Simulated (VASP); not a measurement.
A run of VASP 6.6.1 is set up as follows.

Contents of INCAR:

```
SYSTEM = C
  ALGO = Normal
  EDIFF = 1E-7
  EDIFFG = -0.005
  ENCUT = 600
  GGA = PE
  IBRION = 2
  ISIF = 3
  ISMEAR = 0
  IVDW = 12
  LASPH = .TRUE.
  LCHARG = .FALSE.
  LREAL = .FALSE.
  LWAVE = .FALSE.
  NELM = 60
  NSW = 100
  PREC = Accurate
  SIGMA = 0.1
```

The input KPOINTS:

```
k-points
0
G
  21 21 6
  0 0 0
```

POSCAR

```
C
1.0
    2.4699988104      0.0000000000      0.0000000000
   -1.2349994052      2.1390817171      0.0000000000
    0.0000000000      0.0000000000      6.7900000000
C
4
Direct
    0.0000000000      0.0000000000      0.0000000000
    0.0000000000      0.0000000000      0.5000000000
    0.3333333333      0.6666666667      0.0050000000
    0.6666666667      0.3333333333      0.5050000000
```

Potentials or basis: VASP PAW PBE potentials, release 64 (C).

Launch:

```console
$ cat potpaw_PBE.64/C/POTCAR > POTCAR
$ mpirun -np 1 vasp_std > vasp.out
```

Task: What does it give for the band gap on the k mesh?

Result: Zero (band 8 reaches 4.72 eV, above the bottom of band 9 at 4.70 eV).

Task: What does it give for the relaxed volume?

Result: 8.79 Å³/atom.

Task: What does it give for the dispersion energy per atom?

Result: -0.157 eV.

Task: Predict the space group after relaxing (to 0.05 Å).

Result: P6_3/mmc (No. 194).

Final structure:
```yaml
crystal:
  lattice:
    - [2.46527, 0.00000, 0.00000]
    - [-1.23264, 2.13499, 0.00000]
    - [0.00000, 0.00000, 6.67682]
  atoms:
    - { symbol: C, position: [0.00000, 0.00000, 0.00251] }
    - { symbol: C, position: [0.00000, 0.00000, 0.50251] }
    - { symbol: C, position: [0.33333, 0.66667, 0.00249] }
    - { symbol: C, position: [0.66667, 0.33333, 0.50249] }
```
